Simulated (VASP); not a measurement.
A run of VASP 6.6.1 is set up as follows.

Contents of INCAR:

```
SYSTEM = PbF2
PREC     = Accurate       ! precision mode
ENCUT    = 520            ! plane-wave cutoff, eV
EDIFF    = 1E-8           ! SCF threshold, eV
ISMEAR   = -1             ! smearing method
SIGMA    = 0.03           ! smearing width, eV
LREAL    = .FALSE.        ! projectors in reciprocal space
LASPH    = .TRUE.         ! aspherical terms in the spheres
NELM     = 80             ! most SCF steps
ALGO     = Normal         ! electronic algorithm
ISIF     = 2              ! what is computed and relaxed
LWAVE    = .FALSE.        ! write WAVECAR
LCHARG   = .FALSE.        ! write CHGCAR
LEFG     = .TRUE.       
NBANDS   = 21             ! bands
```

KPOINTS

```
Automatic mesh
0
G
  7 7 7
  0 0 0
```

POSCAR

```
PbF2
1.0
    0.0296985000      2.9846992500      2.9846992500
    2.9846992500      0.0296985000      2.9846992500
    2.9846992500      2.9846992500      0.0296985000
Pb F
1 2
Direct
    0.0000000000      0.0000000000      0.0000000000
    0.2500000000      0.2500000000      0.2500000000
    0.7500000000      0.7500000000      0.7500000000
```

Potentials or basis: VASP PAW LDA potentials, release 64 (Pb_d, F).

The run is started by

```sh
$ cat potpaw_LDA.64/Pb_d/POTCAR potpaw_LDA.64/F/POTCAR > POTCAR
$ mpirun -np 1 vasp_std > vasp.out
```

Task: Estimate the pressure.

Result: -4.9 GPa.

Task: Estimate the band gap on the k mesh.

Result: 4.25 eV, indirect (least direct gap 4.48 eV).

Task: Estimate the largest force.

Result: 0.030 eV/Å.

Forces in eV/Å, atoms in the order of the input:
```
Pb   0.000  0.000  0.000
F   -0.017 -0.017 -0.017
F    0.017  0.017  0.017
```

Caveat: the cell differs from its parent crystal (equal xy, yz and zx shear strains of +1 %); without QUAD_EFG the Cq values of the log hold for a quadrupole moment of 1 mb, not for the nuclei; spin-orbit coupling is left out, which moves the levels of the heavy elements. A k mesh can miss the band edges.
